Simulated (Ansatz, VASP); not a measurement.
**LiAl2O3 in VASP and in Ansatz**

```
CELL_PARAMETERS angstrom
2.89744 0.00000 0.00000
-1.44872 2.50926 0.00000
0.00000 0.00000 12.03925
ATOMIC_POSITIONS crystal
Li 0.00000 0.00000 0.50000
Al 0.66667 0.33333 0.11424
Al 0.33333 0.66667 0.88576
O 0.00000 0.00000 0.00000
O 0.33333 0.66667 0.17070
O 0.66667 0.33333 0.82930
```

Alike in both runs: task relaxation of cell and atoms; functional PBE; k mesh 12 × 12 × 4; occupations gaussian, width 0.1 eV; no spin polarisation.

|  | VASP | Ansatz |
| --- | --- | --- |
| version | VASP 6.6.1 | Ansatz 0.2.0 |
| potentials or method | VASP PAW PBE potentials, release 64 (Li_sv, Al, O_h), cutoff 910 eV | scalar-relativistic, plane waves, PAW |
| valence electrons in the cell | 27 | 27 |

```csv
,VASP,Ansatz,Ansatz less VASP
"gap on the k mesh at the Fermi level, each at its own relaxed structure (eV)",none,none,-
relaxed volume (Å³/atom),14.17,14.59,+0.415
relaxed length of the cell vector where the two differ most in proportion (Å),11.702,12.039,+0.3376
```

A gap of «none» marks a metal or a gap that the smearing closes.

Noted on VASP's run: the cutoff is under 1.25 times that of the potentials, so the pressure is a little rough.
